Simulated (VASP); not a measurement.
# NaH in VASP: further runs

Aim: see how the results for NaH move with the level of theory and the settings. Levels: PBE, r2SCAN, HSE06. Tasks: single point.

All numbers are computed with VASP 6.6.1; they aren't measurements. Logs are shortened: lines on timing, memory, paths and dates and some standing lists are left out, and cuts for length are marked.

## (1) The cell of the first run

It takes space group I4/mmm (No. 139, tetragonal). Conventional cell: a = 3.315 Å, b = 3.315 Å, c = 4.848 Å, α = 90.00°, β = 90.00°, γ = 90.00°. Na (site symmetry 4/mmm) has 6 H at 2.34 to 2.42 Å within 3.1 Å. H (site symmetry 4/mmm) has 6 Na at 2.34 to 2.42 Å within 3.1 Å.

## (2) Single point, PBE (epitaxial xy strain -2.2%)

File INCAR:

```
SYSTEM = NaH
PREC = Accurate
ENCUT = 520
EDIFF = 1E-6
ISMEAR = -1
SIGMA = 0.02
LREAL = .False.
LASPH = .True.
NELM = 60
ALGO = Normal
ISIF = 2
LWAVE = .False.
LCHARG = .False.
GGA = PE
NBANDS = 11
```

File KPOINTS:

```
Automatic mesh
0
Gamma
  10 10 10
  0 0 0
```

File POSCAR:

```
NaH
1.0
    0.0000000000      2.3442875145      2.4239304455
    2.3442875145      0.0000000000      2.4239304455
    2.3442875145      2.3442875145      0.0000000000
Na H
1 1
Direct
    0.0000000000      0.0000000000      0.0000000000
    0.5000000000      0.5000000000      0.5000000000
```

Potentials or basis: VASP PAW PBE potentials, release 64 (Na_pv, H).

Command:

```
$ cat potpaw_PBE.64/Na_pv/POTCAR potpaw_PBE.64/H/POTCAR > POTCAR
$ mpirun -np 1 vasp_std > vasp.out
```

OUTCAR:

```text
SYSTEM = NaH
   PREC = Accurate
   ENCUT = 520
   EDIFF = 1E-6
   ISMEAR = -1
   LREAL = .False.
   LASPH = .True.
   NELM = 60
   ISIF = 2
   GGA = PE

 ion  position               nearest neighbor table
   1  0.000  0.000  0.000-
   2  0.500  0.500  0.500-

  LATTYP: Found a body centered tetragonal cell.
 ALAT       =     3.3153231971
 C/A-ratio  =     1.4622589120

  Lattice vectors:

 A1 = (  -2.3442875145,   0.0000000000,   2.4239304455)
 A2 = (   2.3442875145,   0.0000000000,   2.4239304455)
 A3 = (   0.0000000000,   2.3442875145,  -2.4239304455)

Analysis of symmetry for initial positions (statically):
=====================================================================
 Subroutine PRICEL returns:
 Original cell was already a primitive cell.

 Routine SETGRP: Setting up the symmetry group for a
 body centered tetragonal supercell.

 Subroutine GETGRP returns: Found 16 space group operations
 (whereof 16 operations were pure point group operations)
 out of a pool of 16 trial point group operations.

The static configuration has the point symmetry D_4h.

Analysis of symmetry for dynamics (positions and initial velocities):
=====================================================================
 Subroutine PRICEL returns:
 Original cell was already a primitive cell.

 Routine SETGRP: Setting up the symmetry group for a
 body centered tetragonal supercell.

 Subroutine GETGRP returns: Found 16 space group operations
 (whereof 16 operations were pure point group operations)
 out of a pool of 16 trial point group operations.

The dynamic configuration has the point symmetry D_4h.

 Subroutine INISYM returns: Found 16 space group operations
 (whereof 16 operations are pure point group operations),
 and found     1 'primitive' translations

----------------------------------------------------------------------------------------

                                     Primitive cell

  volume of cell :      26.6423

  direct lattice vectors                    reciprocal lattice vectors
     0.000000000  2.344287514  2.423930445    -0.213284419  0.213284419  0.206276546
     2.344287514  0.000000000  2.423930445     0.213284419 -0.213284419  0.206276546
     2.344287514  2.344287514  0.000000000     0.213284419  0.213284419 -0.206276546

  length of vectors
     3.372109541  3.372109541  3.315323197     0.365418254  0.365418254  0.365418254

  position of ions in fractional coordinates (direct lattice)
     0.000000000  0.000000000  0.000000000
     0.500000000  0.500000000  0.500000000

  ion indices of the primitive-cell ions
   primitive index   ion index
                 1           1
                 2           2

----------------------------------------------------------------------------------------

 KPOINTS: Automatic mesh

Automatic generation of k-mesh.
 Grid dimensions read from file:
 generate k-points for:   10   10   10

 Generating k-lattice:

  Cartesian coordinates                     Fractional coordinates (reciprocal lattice)
    -0.021328442  0.021328442  0.020627655     0.100000000  0.000000000  0.000000000
     0.021328442 -0.021328442  0.020627655     0.000000000  0.100000000  0.000000000
     0.021328442  0.021328442 -0.020627655    -0.000000000 -0.000000000  0.100000000

  Length of vectors
     0.036541825  0.036541825  0.036541825

  Shift w.r.t. Gamma in fractional coordinates (k-lattice)
     0.000000000  0.000000000  0.000000000

 Subroutine IBZKPT returns following result:
 ===========================================

 Found    102 irreducible k-points:

 Following reciprocal coordinates:
            Coordinates               Weight
  0.000000  0.000000  0.000000      1.000000
  0.100000  0.000000  0.000000      8.000000
  0.200000  0.000000  0.000000      8.000000
  0.300000  0.000000  0.000000      8.000000
  0.400000  0.000000  0.000000      8.000000
  0.500000  0.000000  0.000000      4.000000
[... 16 lines left out ...]
  0.300000  0.300000  0.000000      2.000000
  0.400000  0.300000  0.000000      8.000000
 [... further k-points ...]
   k-points           NKPTS =    102   k-points in BZ     NKDIM =    102   number of bands    NBANDS=     11
   number of dos      NEDOS =    301   number of ions     NIONS =      2
   total plane-waves  NPLWV =  21952
   dimension x,y,z NGX =    28 NGY =   28 NGZ =   28
   dimension x,y,z NGXF=    56 NGYF=   56 NGZF=   56
   ions per type =               1   1
   NGX,Y,Z   is equivalent  to a cutoff of  13.80, 13.80, 14.04 a.u.
   NGXF,Y,Z  is equivalent  to a cutoff of  27.61, 27.61, 28.08 a.u.
 SYSTEM =  NaH
   PREC   = accura    normal or accurate (medium, high low for compatibility)
   ISTART =      0    job   : 0-new  1-cont  2-samecut
   ICHARG =      2    charge: 1-file 2-atom 10-const
   ISPIN  =      1    spin polarized calculation?
   LNONCOLLINEAR =      F non collinear calculations
   LSORBIT =      F    spin-orbit coupling
   LASPH  =      T    aspherical Exc in radial PAW
   ENCUT  =  520.0 eV  38.22 Ry    6.18 a.u.   6.27  6.27  6.16*2*pi/ulx,y,z
   NELM   =     60;   NELMIN=  2; NELMDL= -5     # of ELM steps
   EDIFF  = 0.1E-05   stopping-criterion for ELM
   LREAL  =      F    real-space projection
   EDIFFG = 0.1E-04   stopping-criterion for IOM
   NSW    =      0    number of steps for IOM
   IBRION =     -1    ionic relax: 0-MD 1-quasi-New 2-CG
   NFREE  =      0    steps in history (QN), initial steepest desc. (CG)
   ISIF   =      2    stress and relaxation
   ISYM   =      2    0-nonsym 1-usesym 2-fastsym
   POTIM  = 0.5000    time-step for ionic-motion
   TEBEG  =    0.0;   TEEND  =   0.0 temperature during run
   PSTRESS=    0.0 pullay stress
   NELECT =       8.0000    total number of electrons
   NUPDOWN=      -1.0000    fix difference up-down
   EMIN   =  10.00;   EMAX   =-10.00  energy-range for DOS
   EFERMI =   0.00;   METHOD = LEGACY
   ISMEAR =    -1;   SIGMA  =   0.02  broadening in eV -4-tet -1-fermi 0-gaus
   EFERMI_NEDOS =   21; number of points for ismear=-14 and -15
   IALGO  =     38    algorithm
   IMIX   =      4    mixing-type and parameters
     AMIX     =   0.40;   BMIX     =  1.00
     AMIX_MAG =   1.60;   BMIX_MAG =  1.00
  volume/ion in A,a.u.               =      13.32        89.90
  Fermi-wavevector in a.u.,A,eV,Ry     =   1.096262  2.071634 16.351338  1.201789
  Thomas-Fermi vector in A             =   2.232600
   LORBIT       =      0    0 simple, 1 ext, 2 COOP (PROOUT), +10 PAW based schemes
   GGA     = PE    functional components
   LHFCALC =     F    Hartree Fock is set to
   AEXX    =    0.0000 exact exchange contribution
   IVDW    =     0    specifies the selected vdW correction
   LEPSILON=     F    determine dielectric tensor
   LRPA    =     F    only Hartree local field effects (RPA)
 non-spin polarized calculation
  energy-cutoff  :      520.00
  volume of cell :       26.64
 maximum number of plane-waves:       733
 NGX is ok and might be reduce to    28
   NGX = 13   NGY = 13   NGZ = 13

 number of electron       7.9999998 magnetization

 Free energy of the ion-electron system (eV)
  ---------------------------------------------------
  ext. energy  EPLUGINS =         0.00000000
  ---------------------------------------------------
  free energy    TOTEN  =        -5.07792200 eV

  energy without entropy =       -5.07792200  energy(sigma->0) =       -5.07792200

 E-fermi :  -0.4799     XC(G=0):  -7.9631

 val. band max:       -0.9126005410   @ k =  -0.3000   0.2000   0.5000
 cond. band min:       2.9352030300   @ k =   0.5000   0.0000   0.0000
 fundamental gap:      3.8478035710
 Fermi energy:        -0.4798652912

 k-point     1 :       0.0000    0.0000    0.0000
  band No.  band energies     occupation
      1     -22.9361      2.00000
      2     -22.9238      2.00000
      3     -22.9238      2.00000
      4      -4.7062      2.00000
      5       9.9877      0.00000
      6      15.0002      0.00000
      7      15.1786      0.00000
      8      15.1786      0.00000
      9      16.0752      0.00000
     10      16.1364      0.00000
     11      16.1364      0.00000

 k-point     2 :       0.1000    0.0000    0.0000
  band No.  band energies     occupation
      1     -22.9423      2.00000
      2     -22.9302      2.00000
      3     -22.9249      2.00000
      4      -4.5252      2.00000
      5       9.3807      0.00000
      6      12.9534      0.00000
      7      14.4130      0.00000
      8      14.6116      0.00000
      9      16.8076      0.00000
     10      16.8585      0.00000
     11      17.0221      0.00000

 k-point     3 :       0.2000    0.0000    0.0000
  band No.  band energies     occupation
      1     -22.9684      2.00000
      2     -22.9370      2.00000
      3     -22.9276      2.00000
      4      -3.9999      2.00000
      5       7.6405      0.00000
      6      11.4202      0.00000
      7      13.6280      0.00000
      8      13.9429      0.00000
      9      17.0551      0.00000
     10      17.5122      0.00000
     11      18.0726      0.00000

 k-point     4 :       0.3000    0.0000    0.0000
  band No.  band energies     occupation
      1     -23.0032      2.00000
      2     -22.9424      2.00000
      3     -22.9310      2.00000
      4      -3.1947      2.00000
      5       5.5108      0.00000
      6      10.6921      0.00000
      7      13.0390      0.00000
      8      13.4606      0.00000
      9      16.4488      0.00000
     10      17.0886      0.00000
     11      18.8423      0.00000
[... 239 lines left out ...]
 k-point    22 :      -0.2000    0.2000    0.0000
  band No.  band energies     occupation
      1     -22.9979      2.00000
      2     -22.9641      2.00000
      3     -22.9301      2.00000
      4      -2.9105      2.00000
      5       5.9874      0.00000
      6       7.8501      0.00000
      7      13.6319      0.00000
      8      13.8093      0.00000
      9      17.3394      0.00000
     10      17.8505      0.00000
     11      18.4701      0.00000

 k-point    23 :       0.3000    0.3000    0.0000
  band No.  band energies     occupation
      1     -23.0037      2.00000
      2     -22.9462      2.00000
      3     -22.9462      2.00000
      4      -2.8426      2.00000
      5       5.8087      0.00000
      6      10.5624      0.00000
      7      11.2024      0.00000
      8      11.2024      0.00000
      9      13.3294      0.00000
     10      20.4039      0.00000
     11      23.1391      0.00000

 k-point    24 :       0.4000    0.3000    0.0000
  band No.  band energies     occupation
      1     -23.0169      2.00000
      2     -22.9549      2.00000
      3     -22.9500      2.00000
      4      -2.2122      2.00000
      5       4.9417      0.00000
      6       8.7317      0.00000
      7      10.9448      0.00000
      8      11.6187      0.00000
      9      13.7081      0.00000
     10      20.7471      0.00000
     11      22.6255      0.00000

 [... further k-points ...]
[... 5 lines left out ...]
  --------------------------------------------------------------------------------------
  -------------------------------------------------------------------------------------
  Total        0.3212970      0.3212970      0.1028718      0.0000000     -0.0000000      0.0000000
  in kB       19.3217017     19.3217017      6.1863583      0.0000000     -0.0000000      0.0000000
  external PRESSURE =      14.9432539 kB  Pullay stress =       0.0000000 kB

 VOLUME and BASIS-vectors are now :
 -----------------------------------------------------------------------------
  energy-cutoff  :      520.00
  volume of cell :       26.64
      direct lattice vectors                 reciprocal lattice vectors
     0.000000000  2.344287514  2.423930445    -0.213284419  0.213284419  0.206276546
     2.344287514  0.000000000  2.423930445     0.213284419 -0.213284419  0.206276546
     2.344287514  2.344287514  0.000000000     0.213284419  0.213284419 -0.206276546

 POSITION                                       TOTAL-FORCE (eV/Angst)
 -----------------------------------------------------------------------------------
      0.00000      0.00000      0.00000         0.000000      0.000000     -0.000000
      2.34429      2.34429      2.42393        -0.000000     -0.000000      0.000000
 -----------------------------------------------------------------------------------
    total drift:                               -0.000000     -0.000000     -0.000000

  FREE ENERGIE OF THE ION-ELECTRON SYSTEM (eV)
  ---------------------------------------------------
  free  energy   TOTEN  =        -5.0779219970 eV

  energy  without entropy=       -5.0779219970  energy(sigma->0) =       -5.07792200
```

It took 21 s on 1 thread of Intel Xeon Platinum 8488C (Sapphire Rapids), shared host; peak memory 0.16 GiB.

Results:

```
Free energy            : -5.0779 eV
Pressure               : 1.5 GPa
Band gap on the k mesh : 3.85 eV, indirect (least direct gap 4.74 eV)
```

Stress tensor (GPa, compression positive):
```
1.93 0.00 0.00
0.00 1.93 0.00
0.00 0.00 0.62
```

Caveat: the cell differs from its parent crystal (epitaxial xy strain -2.2%). A k mesh can miss the band edges.

## (3) Single point, PBE (epitaxial 111 strain +1.5%)

File INCAR:

```
SYSTEM = NaH
  ALGO = Normal
  EDIFF = 1E-7
  ENCUT = 520
  GGA = PE
  ISIF = 2
  ISMEAR = -1
  LASPH = .True.
  LCHARG = .False.
  LREAL = .False.
  LWAVE = .False.
  NBANDS = 11
  NELM = 100
  PREC = Accurate
  SIGMA = 0.02
```

File KPOINTS:

```
k-points
0
Gamma
  10 10 10
  0 0 0
```

File POSCAR:

```
NaH
1.0
   -0.0320974854      2.4023364911      2.4023364911
    2.4023364911     -0.0320974854      2.4023364911
    2.4023364911      2.4023364911     -0.0320974854
Na H
1 1
Direct
    0.0000000000      0.0000000000      0.0000000000
    0.5000000000      0.5000000000      0.5000000000
```

Potentials or basis: VASP PAW PBE potentials, release 64 (Na_pv, H).

Command:

```
$ cat potpaw_PBE.64/Na_pv/POTCAR potpaw_PBE.64/H/POTCAR > POTCAR
$ mpirun -np 1 vasp_std > vasp.out
```

OUTCAR:

```text
SYSTEM = NaH
   EDIFF = 1E-7
   ENCUT = 520
   GGA = PE
   ISIF = 2
   ISMEAR = -1
   LASPH = .True.
   LREAL = .False.
   NELM = 100
   PREC = Accurate

 ion  position               nearest neighbor table
   1  0.000  0.000  0.000-
   2  0.500  0.500  0.500-

  LATTYP: Found a trigonal (rhomboedric) cell.
 ALAT       =     3.3975684661
 COS(alpha) =     0.4865956229

  Lattice vectors:

 A1 = (  -0.0320974854,   2.4023364911,   2.4023364911)
 A2 = (   2.4023364911,  -0.0320974854,   2.4023364911)
 A3 = (   2.4023364911,   2.4023364911,  -0.0320974854)

Analysis of symmetry for initial positions (statically):
=====================================================================
 Subroutine PRICEL returns:
 Original cell was already a primitive cell.

 Routine SETGRP: Setting up the symmetry group for a
 trigonal (rhombohedral) supercell.

 Subroutine GETGRP returns: Found 12 space group operations
 (whereof 12 operations were pure point group operations)
 out of a pool of 12 trial point group operations.

The static configuration has the point symmetry D_3d.

Analysis of symmetry for dynamics (positions and initial velocities):
[... 162 lines left out ...]
 cond. band min:       2.5949792089   @ k =   0.5000   0.0000   0.0000
 fundamental gap:      3.7331768481
 Fermi energy:        -0.6954385304

 k-point     1 :       0.0000    0.0000    0.0000
  band No.  band energies     occupation
      1     -23.2317      2.00000
      2     -23.2285      2.00000
      3     -23.2285      2.00000
      4      -4.7318      2.00000
      5       9.2689      0.00000
      6      14.3078      0.00000
      7      14.3078      0.00000
      8      14.7869      0.00000
      9      15.1605      0.00000
     10      15.1605      0.00000
     11      15.5294      0.00000
[... 309 lines left out ...]
 k-point    24 :       0.4000    0.3000   -0.0000
  band No.  band energies     occupation
      1     -23.2982      2.00000
      2     -23.2559      2.00000
      3     -23.2535      2.00000
      4      -2.2628      2.00000
      5       4.7176      0.00000
      6       8.0627      0.00000
      7      10.2480      0.00000
      8      10.9152      0.00000
      9      12.6096      0.00000
     10      19.7945      0.00000
     11      21.3575      0.00000

 [... further k-points ...]
[... 5 lines left out ...]
  --------------------------------------------------------------------------------------
  -------------------------------------------------------------------------------------
  Total       -0.0171937     -0.0171937     -0.0171937      0.0509168      0.0509168      0.0509168
  in kB       -0.9739367     -0.9739367     -0.9739367      2.8841847      2.8841847      2.8841847
  external PRESSURE =      -0.9739367 kB  Pullay stress =       0.0000000 kB

 VOLUME and BASIS-vectors are now :
 -----------------------------------------------------------------------------
  energy-cutoff  :      520.00
  volume of cell :       28.28
      direct lattice vectors                 reciprocal lattice vectors
    -0.032097485  2.402336491  2.402336491    -0.204005245  0.206767859  0.206767859
     2.402336491 -0.032097485  2.402336491     0.206767859 -0.204005245  0.206767859
     2.402336491  2.402336491 -0.032097485     0.206767859  0.206767859 -0.204005245

 POSITION                                       TOTAL-FORCE (eV/Angst)
 -----------------------------------------------------------------------------------
      0.00000      0.00000      0.00000        -0.000000      0.000000     -0.000000
      2.38629      2.38629      2.38629         0.000000     -0.000000      0.000000
 -----------------------------------------------------------------------------------
    total drift:                               -0.000000     -0.000000     -0.000000

  FREE ENERGIE OF THE ION-ELECTRON SYSTEM (eV)
  ---------------------------------------------------
  free  energy   TOTEN  =        -5.0865940670 eV

  energy  without entropy=       -5.0865940670  energy(sigma->0) =       -5.08659407
```

It took 25 s on 1 thread of Intel Xeon Platinum 8488C (Sapphire Rapids), shared host; peak memory 0.17 GiB.

What came out:

```
Free energy            : -5.0866 eV
Pressure               : -0.1 GPa
Band gap on the k mesh : 3.73 eV, indirect (least direct gap 4.60 eV)
```

Stress tensor (GPa, compression positive):
```
-0.10  0.29  0.29
 0.29 -0.10  0.29
 0.29  0.29 -0.10
```

Levels at points of the mesh, in eV from the valence-band top:
```tsv
k point	band 1	band 2	band 3	band 4	band 5	band 6	band 7	band 8	band 9
(0.00, 0.00, 0.00)	-22.09	-22.09	-22.09	-3.59	10.41	15.45	15.45	15.93	16.30
(0.50, 0.00, 0.00)	-22.18	-22.10	-22.10	-0.87	3.73	10.83	13.32	13.57	16.33
(0.50, 0.50, 0.00)	-22.17	-22.12	-22.12	-0.16	4.65	10.03	10.51	10.84	11.77
(0.50, 0.50, 0.50)	-22.19	-22.10	-22.10	-0.75	3.89	10.64	13.20	13.20	16.14
```

Caveat: the cell differs from its parent crystal (epitaxial 111 strain +1.5%). A k mesh can miss the band edges.

(Part 1 of 2 ends here.)
